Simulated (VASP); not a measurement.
Write the native input for VASP 6.6.1 that does the following.

```
Task                    : single point
Functional              : LDA
Potentials or basis     : VASP PAW LDA potentials, release 64 (Cr_pv)
Cutoff                  : 520 eV
k mesh                  : 20 × 20 × 20
Occupations             : gaussian, width 0.05 eV
Spin                    : collinear spin
Starting moments        : [0.05] μB
Dipole correction       : no
k mesh for the DOS      : 30 × 30 × 30
Occupations for the DOS : tetrahedron
Further INCAR settings  : ALGO = Normal; EDIFF = 1e-06; NBANDS = 16
```

Crystal: Cr.

```xyz
1
Lattice="-1.3941 1.3941 1.3941 1.3941 -1.3941 1.3941 1.3941 1.3941 -1.3941" Properties=species:S:1:pos:R:3 pbc="T T T"
Cr    0.0000    0.0000    0.0000
```

The input as run:

POSCAR

```
Cr
1.0
   -1.3941451144      1.3941451144      1.3941451144
    1.3941451144     -1.3941451144      1.3941451144
    1.3941451144      1.3941451144     -1.3941451144
Cr
1
Direct
    0.0000000000      0.0000000000      0.0000000000
```

INCAR.step1

```
SYSTEM = Cr
PREC = Accurate
ENCUT = 520
EDIFF = 1E-6
ISMEAR = 0
SIGMA = 0.05
LREAL = .False.
LASPH = .True.
NELM = 150
ALGO = Normal
ISIF = 2
LWAVE = .False.
LCHARG = .True.
ISPIN = 2
MAGMOM = 0.05
LMAXMIX = 4
NBANDS = 16
```

KPOINTS.step1

```
regular mesh
0
Gamma
  20 20 20
  0 0 0
```

INCAR.step2

```
SYSTEM = Cr
PREC = Accurate
ENCUT = 520
EDIFF = 1E-6
ISMEAR = -5
SIGMA = 0.05
LREAL = .False.
LASPH = .True.
NELM = 150
ALGO = Normal
ISIF = 2
LWAVE = .False.
LCHARG = .False.
ISPIN = 2
MAGMOM = 0.05
LORBIT = 11
LMAXMIX = 4
NBANDS = 16
NEDOS = 2001
ICHARG = 11
```

KPOINTS.step2

```
regular mesh
0
Gamma
  30 30 30
  0 0 0
```

Potentials or basis: VASP PAW LDA potentials, release 64 (Cr_pv).

Run with:

```bash
$ cat potpaw_LDA.64/Cr_pv/POTCAR > POTCAR
$ cp INCAR.step1 INCAR
$ cp KPOINTS.step1 KPOINTS
$ mpirun -np 1 vasp_std > vasp.out
$ cp INCAR.step2 INCAR
$ cp KPOINTS.step2 KPOINTS
$ mpirun -np 1 vasp_std > vasp.out
```

Results of the run:

The net moment is 0.00 μB per cell and the valence electrons inside the program's atomic spheres are Cr 11.21.

Wall time 2.1 min on 1 thread of Intel(R) Xeon(R) Platinum 8559C (Emerald Rapids), with other jobs on the host, peak memory 0.46 GiB.
